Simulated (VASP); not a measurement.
Set up this calculation in VASP 6.6.1, as the native input.

* Task: electric field gradients
* Functional: PBE
* Potentials or basis: VASP PAW PBE potentials, release 64 (Ti_sv, N)
* Cutoff: 520 eV
* k mesh: 13 × 13 × 13
* Occupations: fermi-dirac, width 0.05 eV
* Spin: no spin polarisation
* Dipole correction: no
* Further INCAR settings: ALGO = Normal; EDIFF = 1e-08; NBANDS = 16

The structure of TiN lies in POSCAR:

```
TiN
1.0
    0.0000000000      2.1077579601      2.1077579601
    2.1077579601      0.0000000000      2.1077579601
    2.1077579601      2.1077579601      0.0000000000
Ti N
1 1
Direct
    0.0000000000      0.0000000000      0.0000000000
    0.5000000000      0.5000000000      0.5000000000
```

This cell differs from its parent crystal: volume scaled by 0.98.

One way to write it, as run:

INCAR

```
PREC = Accurate
ENCUT = 520
EDIFF = 1E-8
ISMEAR = -1
SIGMA = 0.05
LREAL = False
LASPH = True
NELM = 100
ALGO = Normal
ISIF = 2
LWAVE = False
LCHARG = False
GGA = PE
LEFG = True
NBANDS = 16
```

KPOINTS

```
Automatic mesh
0
Gamma
  13 13 13
```

Potentials or basis: VASP PAW PBE potentials, release 64 (Ti_sv, N).

Run with:

```sh
$ cat potpaw_PBE.64/Ti_sv/POTCAR potpaw_PBE.64/N/POTCAR > POTCAR
$ mpirun -np 1 vasp_std > vasp.out
```

Results of the run:

The pressure is 6.9 GPa.

Caveat: without QUAD_EFG the Cq values of the log hold for a quadrupole moment of 1 mb, not for the nuclei.

Wall time 50 s on 1 thread of Intel Xeon 8259CL, with other jobs on the host, peak memory 0.15 GiB.
